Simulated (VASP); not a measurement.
# Ga3S2 (R-3m) in VASP: further runs, part 2 of 2

VASP 6.6.1. Earlier steps stand in the parts before.

## 4. Single point, PBE

This run uses another cell than the first one, of 20.00 Å³/atom.

INCAR

```
ALGO     = Normal         # electronic algorithm
EDIFF    = 1E-6           # SCF threshold, eV
ENCUT    = 520            # plane-wave cutoff, eV
GGA      = PE             # functional
ISIF     = 2              # what is computed and relaxed
ISMEAR   = 0              # smearing method
LASPH    = T              # aspherical terms in the spheres
LCHARG   = T              # write CHGCAR
LELF     = T              # ELF
LREAL    = F              # projectors in reciprocal space
LVHAR    = T            
LWAVE    = F              # write WAVECAR
NBANDS   = 34             # bands
NELM     = 80             # most SCF steps
PREC     = Accurate       # precision mode
SIGMA    = 0.1            # smearing width, eV
```

KPOINTS

```
k-points
0
Gamma
  12 12 12
```

POSCAR

```
Ga3S2
1.0
    1.8536748913      1.0702196975      8.4029429867
   -1.8536748913      1.0702196975      8.4029429867
    0.0000000000     -2.1404393949      8.4029429867
Ga S
3 2
Direct
    0.0000000000      0.0000000000      0.0000000000
    0.2052173040      0.2052173040      0.2052173040
    0.7947826960      0.7947826960      0.7947826960
    0.4082494834      0.4082494834      0.4082494834
    0.5917505166      0.5917505166      0.5917505166
```

Potentials or basis: VASP PAW PBE potentials, release 64 (Ga_d, S).

Run with:

```
$ cat potpaw_PBE.64/Ga_d/POTCAR potpaw_PBE.64/S/POTCAR > POTCAR
$ mpirun -np 1 vasp_std > vasp.out
```

OUTCAR:

```text
EDIFF = 1E-6
   ENCUT = 520
   GGA = PE
   ISIF = 2
   ISMEAR = 0
   LASPH = T
   LREAL = F
   NELM = 80
   PREC = Accurate

 ion  position               nearest neighbor table
   1  0.000  0.000  0.000-   5 2.85   4 2.85   5 2.85   5 2.85   4 2.85   4 2.85
   2  0.205  0.205  0.205-   5 2.53   5 2.53   5 2.53   3 2.89   3 2.89   3 2.89
   3  0.795  0.795  0.795-   4 2.53   4 2.53   4 2.53   2 2.89   2 2.89   2 2.89
   4  0.408  0.408  0.408-   3 2.53   3 2.53   3 2.53   1 2.85   1 2.85   1 2.85
[... 1094 lines left out ...]
  -------------------------------------------------------------------------------------
  Total        0.0120717      0.0120717      0.0413358      0.0000000      0.0000000      0.0000000
  in kB        0.1933705      0.1933705      0.6621371      0.0000000      0.0000000      0.0000000
  external PRESSURE =       0.3496260 kB  Pullay stress =       0.0000000 kB

 VOLUME and BASIS-vectors are now :
 -----------------------------------------------------------------------------
  energy-cutoff  :      520.00
  volume of cell :      100.02
      direct lattice vectors                 reciprocal lattice vectors
     1.853674891  1.070219698  8.402942987     0.269734462  0.155731264  0.039668642
    -1.853674891  1.070219698  8.402942987    -0.269734462  0.155731264  0.039668642
     0.000000000 -2.140439395  8.402942987     0.000000000 -0.311462529  0.039668642

 POSITION                                       TOTAL-FORCE (eV/Angst)
 -----------------------------------------------------------------------------------
      0.00000      0.00000      0.00000         0.000000     -0.000000      0.000000
      0.00000      0.00000      5.17329         0.000000     -0.000000     -0.010188
      0.00000      0.00000     20.03554         0.000000      0.000000      0.010188
      0.00000      0.00000     10.29149         0.000000     -0.000000     -0.006980
      0.00000      0.00000     14.91734         0.000000      0.000000      0.006980
 -----------------------------------------------------------------------------------
    total drift:                               -0.000000     -0.000000      0.000000

  FREE ENERGIE OF THE ION-ELECTRON SYSTEM (eV)
  ---------------------------------------------------
  free  energy   TOTEN  =       -18.6648403643 eV

  energy  without entropy=      -18.6599457957  energy(sigma->0) =      -18.66239308
```

OSZICAR:

```text
N       E                     dE             d eps       ncg     rms          rms(c)
DAV:   1     0.401553245073E+03    0.40155E+03   -0.24101E+04 13808   0.237E+03
DAV:   2     0.408487257329E+02   -0.36070E+03   -0.34592E+03 13620   0.522E+02
DAV:   3    -0.158870220047E+02   -0.56736E+02   -0.55080E+02 15586   0.154E+02
DAV:   4    -0.190393731638E+02   -0.31524E+01   -0.31222E+01 15986   0.363E+01
DAV:   5    -0.191342323671E+02   -0.94859E-01   -0.94699E-01 17502   0.619E+00    0.948E+00
DAV:   6    -0.186710268390E+02    0.46321E+00   -0.80066E-01 18528   0.128E+01    0.613E+00
DAV:   7    -0.186690167232E+02    0.20101E-02   -0.45347E-01 16122   0.398E+00    0.120E+00
DAV:   8    -0.186632307858E+02    0.57859E-02   -0.63998E-02 15452   0.359E+00    0.671E-01
DAV:   9    -0.186648238822E+02   -0.15931E-02   -0.11365E-02 15046   0.714E-01    0.293E-01
DAV:  10    -0.186647018402E+02    0.12204E-03   -0.88128E-04 18396   0.298E-01    0.893E-02
DAV:  11    -0.186648357387E+02   -0.13390E-03   -0.32868E-04 13974   0.119E-01    0.461E-02
DAV:  12    -0.186648405916E+02   -0.48529E-05   -0.36048E-05 19394   0.434E-02    0.265E-02
DAV:  13    -0.186648403643E+02    0.22732E-06   -0.47823E-06 12894   0.145E-02
   1 F= -.18664840E+02 E0= -.18662393E+02  d E =-.489457E-02
```

It took 26 min on 1 thread of AMD EPYC 9R45 (Zen 5), shared host; peak memory 0.83 GiB.

Results:

```yaml
Free_energy: -18.6648 eV
Pressure: 0.0 GPa
Largest_force: 0.010 eV/Å
Band_gap_on_the_k_mesh: zero (an odd number of electrons rules out a gap without spin polarisation)
```

Forces on the atoms (eV/Å):
```
Ga   0.000  0.000  0.000
Ga   0.000  0.000 -0.010
Ga   0.000  0.000  0.010
S    0.000  0.000 -0.007
S    0.000  0.000  0.007
```

Levels at points of the mesh, in eV from the Fermi level:
| k point | band 21 | band 22 | band 23 | band 24 | band 25 | band 26 | band 27 | band 28 | band 29 | band 30 |
| --- | --- | --- | --- | --- | --- | --- | --- | --- | --- | --- |
| (0.00, 0.00, 0.00) | -1.95 | -1.95 | -1.89 | -1.89 | 0.67 | 0.70 | 2.90 | 3.86 | 3.86 | 4.14 |
| (0.50, 0.00, 0.00) | -4.89 | -3.03 | -3.02 | -2.98 | -1.34 | -0.91 | 0.48 | 2.83 | 3.32 | 3.39 |
| (0.50, 0.50, 0.00) | -4.25 | -3.67 | -3.25 | -2.84 | -2.70 | 0.22 | 1.20 | 2.48 | 2.65 | 3.46 |
| (0.50, 0.50, 0.50) | -1.93 | -1.93 | -1.92 | -1.92 | -1.83 | 1.94 | 2.59 | 3.41 | 3.41 | 5.39 |

## 5. The runs side by side

```csv
task,cell,k mesh,cutoff (eV),smearing,gap on the mesh (eV),pressure (GPa),largest force (eV/Å)
single point,"a = 8.460 Å, angles 25.6°, 5 atoms, atomic positions A",5 × 5 × 5,520,gaussian 0.2 eV,none,0.0,0.06
relaxation of cell and atoms,"relaxed from a = 8.739 Å, angles 24.3°, 5 atoms, atomic positions B",5 × 5 × 5,600,gaussian 0.2 eV,none,0.3,0.03
single point,"a = 8.671 Å, angles 24.7°, 5 atoms, atomic positions C",12 × 12 × 12,520,gaussian 0.1 eV,none,0.0,0.01
```

Alike in all rows: level PBE; potentials or basis VASP PAW PBE potentials, release 64 (Ga_d, S); no spin polarisation.

Caveats: some runs use coarse meshes.

Absolute energies hang on the potentials; compare differences alone.
